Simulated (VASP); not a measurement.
# Pb (I4/mmm) in VASP: single point with PBE

Aim: the single point of Pb with PBE.

Everything below comes from runs of VASP 6.6.1. Logs are shortened: lines on timing, memory, paths and dates and some standing lists are left out, and cuts for length are marked.

## 1. The cell of the first run

It takes space group I4/mmm (No. 139, tetragonal). Conventional cell: a = 3.493 Å, b = 3.493 Å, c = 4.816 Å, α = 90.00°, β = 90.00°, γ = 90.00°. Within 4.5 Å of Pb (site symmetry 4/mmm) lie 12 Pb at 3.45 to 3.49 Å.

## 2. Single point, PBE (strain +0.000 along x and y, -0.025 along z)

The input, INCAR:

```
SYSTEM = Pb
PREC = Accurate ; ENCUT = 520
EDIFF = 1E-6 ; ISMEAR = 0
SIGMA = 0.15 ; LREAL = .FALSE.
LASPH = .TRUE. ; NELM = 60
ALGO = Normal ; ISIF = 2
LWAVE = .FALSE. ; LCHARG = .TRUE.
GGA = PE ; LELF = .TRUE.
LVHAR = .TRUE. ; NBANDS = 13
```

The input, KPOINTS:

```
regular mesh
0
G
  16 16 16
  0 0 0
```

The input, POSCAR:

```
Pb
1.0
    0.0000000000      2.4698000000      2.4080550000
    2.4698000000      0.0000000000      2.4080550000
    2.4698000000      2.4698000000      0.0000000000
Pb
1
Direct
    0.0000000000      0.0000000000      0.0000000000
```

Potentials or basis: VASP PAW PBE potentials, release 64 (Pb_d).

Command:

```bash
cat potpaw_PBE.64/Pb_d/POTCAR > POTCAR
mpirun -np 1 vasp_std > vasp.out
```

OUTCAR:

```text
SYSTEM = Pb
   PREC = Accurate
   ENCUT = 520
   EDIFF = 1E-6
   ISMEAR = 0
   LREAL = .FALSE.
   LASPH = .TRUE.
   NELM = 60
   ISIF = 2
   GGA = PE

 ion  position               nearest neighbor table
   1  0.000  0.000  0.000-

  LATTYP: Found a body centered tetragonal cell.
 ALAT       =     3.4928246563
 C/A-ratio  =     1.3788582233

  Lattice vectors:

 A1 = (   0.0000000000,  -2.4698000000,  -2.4080550000)
 A2 = (   0.0000000000,   2.4698000000,  -2.4080550000)
 A3 = (   2.4698000000,   0.0000000000,   2.4080550000)

Analysis of symmetry for initial positions (statically):
=====================================================================
 Subroutine PRICEL returns:
 Original cell was already a primitive cell.

 Routine SETGRP: Setting up the symmetry group for a
 body centered tetragonal supercell.

 Subroutine GETGRP returns: Found 16 space group operations
 (whereof 16 operations were pure point group operations)
 out of a pool of 16 trial point group operations.

The static configuration has the point symmetry D_4h.

Analysis of symmetry for dynamics (positions and initial velocities):
=====================================================================
 Subroutine PRICEL returns:
 Original cell was already a primitive cell.

 Routine SETGRP: Setting up the symmetry group for a
 body centered tetragonal supercell.

 Subroutine GETGRP returns: Found 16 space group operations
 (whereof 16 operations were pure point group operations)
 out of a pool of 16 trial point group operations.

The dynamic configuration has the point symmetry D_4h.

 Subroutine INISYM returns: Found 16 space group operations
 (whereof 16 operations are pure point group operations),
 and found     1 'primitive' translations

----------------------------------------------------------------------------------------

                                     Primitive cell

  volume of cell :      29.3778

  direct lattice vectors                    reciprocal lattice vectors
     0.000000000  2.469800000  2.408055000    -0.202445542  0.202445542  0.207636453
     2.469800000  0.000000000  2.408055000     0.202445542 -0.202445542  0.207636453
     2.469800000  2.469800000  0.000000000     0.202445542  0.202445542 -0.207636453

  length of vectors
     3.449440668  3.449440668  3.492824656     0.353668336  0.353668336  0.353668336

  position of ions in fractional coordinates (direct lattice)
     0.000000000  0.000000000  0.000000000

  ion indices of the primitive-cell ions
   primitive index   ion index
                 1           1

----------------------------------------------------------------------------------------

 KPOINTS: regular mesh

Automatic generation of k-mesh.
 Grid dimensions read from file:
 generate k-points for:   16   16   16

 Generating k-lattice:

  Cartesian coordinates                     Fractional coordinates (reciprocal lattice)
    -0.012652846  0.012652846  0.012977278     0.062500000  0.000000000  0.000000000
     0.012652846 -0.012652846  0.012977278     0.000000000  0.062500000  0.000000000
     0.012652846  0.012652846 -0.012977278     0.000000000  0.000000000  0.062500000

  Length of vectors
     0.022104271  0.022104271  0.022104271

  Shift w.r.t. Gamma in fractional coordinates (k-lattice)
     0.000000000  0.000000000  0.000000000

 Subroutine IBZKPT returns following result:
 ===========================================

 Found    349 irreducible k-points:

 Following reciprocal coordinates:
            Coordinates               Weight
  0.000000  0.000000  0.000000      1.000000
  0.062500 -0.000000  0.000000      8.000000
  0.125000 -0.000000  0.000000      8.000000
  0.187500 -0.000000  0.000000      8.000000
  0.250000 -0.000000  0.000000      8.000000
  0.312500 -0.000000  0.000000      8.000000
[... 16 lines left out ...]
 -0.125000  0.062500  0.000000      8.000000
 -0.062500  0.062500  0.000000      4.000000
 [... further k-points ...]
   k-points           NKPTS =    349   k-points in BZ     NKDIM =    349   number of bands    NBANDS=     13
   number of dos      NEDOS =    301   number of ions     NIONS =      1
   total plane-waves  NPLWV =  21952
   dimension x,y,z NGX =    28 NGY =   28 NGZ =   28
   dimension x,y,z NGXF=    56 NGYF=   56 NGZF=   56
   ions per type =               1
   NGX,Y,Z   is equivalent  to a cutoff of  13.49, 13.49, 13.33 a.u.
   NGXF,Y,Z  is equivalent  to a cutoff of  26.99, 26.99, 26.65 a.u.
 SYSTEM =  Pb
   PREC   = accura    normal or accurate (medium, high low for compatibility)
   ISTART =      0    job   : 0-new  1-cont  2-samecut
   ICHARG =      2    charge: 1-file 2-atom 10-const
   ISPIN  =      1    spin polarized calculation?
   LNONCOLLINEAR =      F non collinear calculations
   LSORBIT =      F    spin-orbit coupling
   LASPH  =      T    aspherical Exc in radial PAW
   ENCUT  =  520.0 eV  38.22 Ry    6.18 a.u.   6.41  6.41  6.49*2*pi/ulx,y,z
   NELM   =     60;   NELMIN=  2; NELMDL= -5     # of ELM steps
   EDIFF  = 0.1E-05   stopping-criterion for ELM
   LREAL  =      F    real-space projection
   EDIFFG = 0.1E-04   stopping-criterion for IOM
   NSW    =      0    number of steps for IOM
   IBRION =     -1    ionic relax: 0-MD 1-quasi-New 2-CG
   NFREE  =      0    steps in history (QN), initial steepest desc. (CG)
   ISIF   =      2    stress and relaxation
   ISYM   =      2    0-nonsym 1-usesym 2-fastsym
   POTIM  = 0.5000    time-step for ionic-motion
   TEBEG  =    0.0;   TEEND  =   0.0 temperature during run
   PSTRESS=    0.0 pullay stress
   NELECT =      14.0000    total number of electrons
   NUPDOWN=      -1.0000    fix difference up-down
   EMIN   =  10.00;   EMAX   =-10.00  energy-range for DOS
   EFERMI =   0.00;   METHOD = LEGACY
   ISMEAR =     0;   SIGMA  =   0.15  broadening in eV -4-tet -1-fermi 0-gaus
   EFERMI_NEDOS =   21; number of points for ismear=-14 and -15
   IALGO  =     38    algorithm
   IMIX   =      4    mixing-type and parameters
     AMIX     =   0.40;   BMIX     =  1.00
     AMIX_MAG =   1.60;   BMIX_MAG =  1.00
  volume/ion in A,a.u.               =      29.38       198.25
  Fermi-wavevector in a.u.,A,eV,Ry     =   1.278726  2.416442 22.247435  1.635140
  Thomas-Fermi vector in A             =   2.411252
   LORBIT       =      0    0 simple, 1 ext, 2 COOP (PROOUT), +10 PAW based schemes
   GGA     = PE    functional components
   LHFCALC =     F    Hartree Fock is set to
   AEXX    =    0.0000 exact exchange contribution
   IVDW    =     0    specifies the selected vdW correction
   LEPSILON=     F    determine dielectric tensor
   LRPA    =     F    only Hartree local field effects (RPA)
 non-spin polarized calculation
 Gauss-broadening in eV      SIGMA  =   0.15
  energy-cutoff  :      520.00
  volume of cell :       29.38
 maximum number of plane-waves:       815
 NGX is ok and might be reduce to    28
   NGX = 13   NGY = 13   NGZ = 13

 number of electron      13.9999998 magnetization

 Free energy of the ion-electron system (eV)
  ---------------------------------------------------
  ext. energy  EPLUGINS =         0.00000000
  ---------------------------------------------------
  free energy    TOTEN  =        -3.53669804 eV

  energy without entropy =       -3.53209424  energy(sigma->0) =       -3.53439614

 E-fermi :   7.6893     XC(G=0): -10.3379

 val. band max:        7.6824806025   @ k =  -0.3750   0.3125   0.1875
 cond. band min:       7.7032528083   @ k =  -0.3125   0.1250   0.3125
 fundamental gap:      0.0207722058
 Fermi energy:         7.6892909079

 k-point     1 :       0.0000    0.0000    0.0000
  band No.  band energies     occupation
      1      -9.4671      2.00000
      2      -9.4671      2.00000
      3      -9.4337      2.00000
      4      -9.3172      2.00000
      5      -9.2873      2.00000
      6      -4.3316      2.00000
      7      15.2781      0.00000
      8      15.3334      0.00000
      9      15.3334      0.00000
     10      17.4303      0.00000
     11      19.3923      0.00000
     12      20.3587      0.00000
     13      20.3743      0.00000

 k-point     2 :       0.0625   -0.0000    0.0000
  band No.  band energies     occupation
      1      -9.4649      2.00000
      2      -9.4606      2.00000
      3      -9.4300      2.00000
      4      -9.3171      2.00000
      5      -9.2883      2.00000
      6      -4.2538      2.00000
      7      14.3292      0.00000
      8      15.2107      0.00000
      9      15.2206      0.00000
     10      17.2600      0.00000
     11      19.8039      0.00000
     12      20.5414      0.00000
     13      20.5483      0.00000

 k-point     3 :       0.1250   -0.0000    0.0000
  band No.  band energies     occupation
      1      -9.4620      2.00000
      2      -9.4451      2.00000
      3      -9.4188      2.00000
      4      -9.3141      2.00000
      5      -9.2891      2.00000
      6      -4.0201      2.00000
      7      12.4276      0.00000
      8      14.9254      0.00000
      9      14.9801      0.00000
     10      17.0452      0.00000
     11      20.4121      0.00000
     12      20.9614      0.00000
     13      20.9857      0.00000
[... 305 lines left out ...]
 k-point    23 :      -0.1250    0.0625    0.0000
  band No.  band energies     occupation
      1      -9.4684      2.00000
      2      -9.4354      2.00000
      3      -9.4020      2.00000
      4      -9.3257      2.00000
      5      -9.2756      2.00000
      6      -3.8455      2.00000
      7      11.7786      0.00000
      8      13.6731      0.00000
      9      15.2985      0.00000
     10      17.3219      0.00000
     11      19.7478      0.00000
     12      20.4031      0.00000
     13      20.4379      0.00000

 k-point    24 :      -0.0625    0.0625    0.0000
  band No.  band energies     occupation
      1      -9.4687      2.00000
      2      -9.4528      2.00000
      3      -9.4152      2.00000
      4      -9.3232      2.00000
      5      -9.2833      2.00000
      6      -4.1277      2.00000
      7      13.5307      0.00000
      8      14.2889      0.00000
      9      15.4019      0.00000
     10      17.2672      0.00000
     11      19.9153      0.00000
     12      20.4371      0.00000
     13      20.8449      0.00000

 [... further k-points ...]

------------------------ aborting loop because EDIFF is reached ----------------------------------------

  FORCE on cell =-STRESS in cart. coord.  units (eV):
  Direction    XX          YY          ZZ          XY          YZ          ZX
  --------------------------------------------------------------------------------------
  -------------------------------------------------------------------------------------
  Total        0.7058006      0.7058006      0.8085604      0.0000000     -0.0000000      0.0000000
  in kB       38.4921887     38.4921887     44.0963927      0.0000000     -0.0000000      0.0000000
  external PRESSURE =      40.3602567 kB  Pullay stress =       0.0000000 kB

 VOLUME and BASIS-vectors are now :
 -----------------------------------------------------------------------------
  energy-cutoff  :      520.00
  volume of cell :       29.38
      direct lattice vectors                 reciprocal lattice vectors
     0.000000000  2.469800000  2.408055000    -0.202445542  0.202445542  0.207636453
     2.469800000  0.000000000  2.408055000     0.202445542 -0.202445542  0.207636453
     2.469800000  2.469800000  0.000000000     0.202445542  0.202445542 -0.207636453

 POSITION                                       TOTAL-FORCE (eV/Angst)
 -----------------------------------------------------------------------------------
      0.00000      0.00000      0.00000         0.000000      0.000000     -0.000000
 -----------------------------------------------------------------------------------
    total drift:                               -0.000000     -0.000000     -0.000000

  FREE ENERGIE OF THE ION-ELECTRON SYSTEM (eV)
  ---------------------------------------------------
  free  energy   TOTEN  =        -3.5366980425 eV

  energy  without entropy=       -3.5320942369  energy(sigma->0) =       -3.53439614
```

It took 75 s on 1 thread of Intel Xeon Platinum 8488C (Sapphire Rapids), shared host; peak memory 0.25 GiB.

Results:

| Quantity | Value |
| --- | --- |
| Free energy | -3.5367 eV |
| Pressure | 4.0 GPa |
| Band gap on the k mesh | zero (band 7 reaches 15.28 eV, above the bottom of band 8 at 5.84 eV) |

Stress tensor (GPa, compression positive):
```
3.85 0.00 0.00
0.00 3.85 0.00
0.00 0.00 4.41
```

Levels at points of the mesh, in eV from the Fermi level:
```tsv
k point	band 4	band 5	band 6	band 7	band 8	band 9	band 10	band 11
(0.00, 0.00, 0.00)	-17.01	-16.98	-12.02	7.59	7.64	7.64	9.74	11.70
(0.50, 0.00, 0.00)	-16.85	-16.84	-8.20	-4.41	5.50	5.91	9.24	9.66
(0.50, 0.50, 0.00)	-16.80	-16.80	-6.52	-3.30	1.83	1.83	5.24	6.52
(0.50, 0.00, 0.50)	-16.82	-16.80	-6.81	-3.52	2.07	2.23	5.53	6.80
```

Caveat: the cell differs from its parent crystal (strain +0.000 along x and y, -0.025 along z); spin-orbit coupling is left out, which moves the levels of the heavy elements.
